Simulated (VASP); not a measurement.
**PbO: single point with r2SCAN**

PbO:

```
Pb O
1.0
     4.23842    0.00000    0.00000
    -2.11921    3.67058    0.00000
     0.00000    0.00000    5.67796
Pb O
2 2
Direct
  0.33333 0.66667 0.98047
  0.66667 0.33333 0.48047
  0.33333 0.66667 0.39453
  0.66667 0.33333 0.89453
```

```
Program             : VASP 6.6.1
Task                : single point
Functional          : r2SCAN
Potentials or basis : VASP PAW PBE potentials, release 64 (Pb_d, O)
Cutoff              : 520 eV
k mesh              : 6 × 6 × 4
Occupations         : gaussian, width 0.01 eV
Spin                : no spin polarisation
```

The pressure is -1.8 GPa. The largest force is 0.047 eV/Å. The band gap on the k mesh is 2.07 eV (least direct gap 2.35 eV).

Forces in eV/Å, atoms in the order of the input:
```
Pb   0.000  0.000  0.047
Pb   0.000  0.000  0.047
O    0.000  0.000 -0.047
O    0.000  0.000 -0.047
```

Levels at points of the mesh, in eV from the valence-band top:
```tsv
k point	band 18	band 19	band 20	band 21	band 22	band 23
(0.00, 0.00, 0.00)	-2.15	-2.15	-2.15	4.04	4.92	4.92
(0.50, 0.00, 0.00)	-2.52	-0.95	-0.80	2.33	3.69	5.14
(0.00, 0.00, 0.50)	-2.50	-1.60	-1.60	3.84	3.84	5.05
(0.50, 0.00, 0.50)	-2.63	-0.64	-0.64	2.07	2.07	5.09
```

It took 68 s on 1 thread of Intel(R) Xeon(R) 6975P-C (Granite Rapids), with other jobs on the host, peak memory 0.22 GiB.

Caveat: the PAW data sets were made with another functional, which shifts forces and pressure a little; spin-orbit coupling is left out, which moves the levels of the heavy elements. A k mesh can miss the band edges.
